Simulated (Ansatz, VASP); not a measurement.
**Mg2PbN2 in VASP and in Ansatz**

```xyz
5
Lattice="3.6269 0.0000 0.0000 -1.8134 3.1410 0.0000 0.0000 0.0000 6.5659" Properties=species:S:1:pos:R:3 pbc="T T T"
Mg    1.8134    1.0470    0.9112
Mg    0.0000    2.0940    5.6547
Pb    0.0000    0.0000    3.2829
N     1.8134    1.0470    5.2360
N     0.0000    2.0940    1.3299
```

Alike in both runs: task single point; functional PBE; k mesh 3 × 3 × 1; no spin polarisation.

```csv
,VASP,Ansatz
version,VASP 6.6.1,Ansatz 0.2.0
potentials or method,"VASP PAW PBE potentials, release 64 (Mg, Pb_d, N), cutoff 520 eV","plane waves, PAW"
occupations,"gaussian, width 0.01 eV",fixed
valence electrons in the cell,28,44
```

```csv
,VASP,Ansatz,Ansatz less VASP
pressure (GPa),-0.8,-0.5,+0.23
"traceless stress, the component that is largest in VASP (GPa)",-1.04,-1.04,+0.001
rms of the force components (eV/Å),0.088,0.083,-0.0055
```

Atom by atom the forces differ by 0.006 eV/Å (rms over components). VASP's potentials hold 28 valence electrons a cell and Ansatz's 44, so a difference there can come from the potentials and not from the codes.

The k mesh is coarse, so the values compare programs but aren't converged. Neither program's run includes spin-orbit coupling.
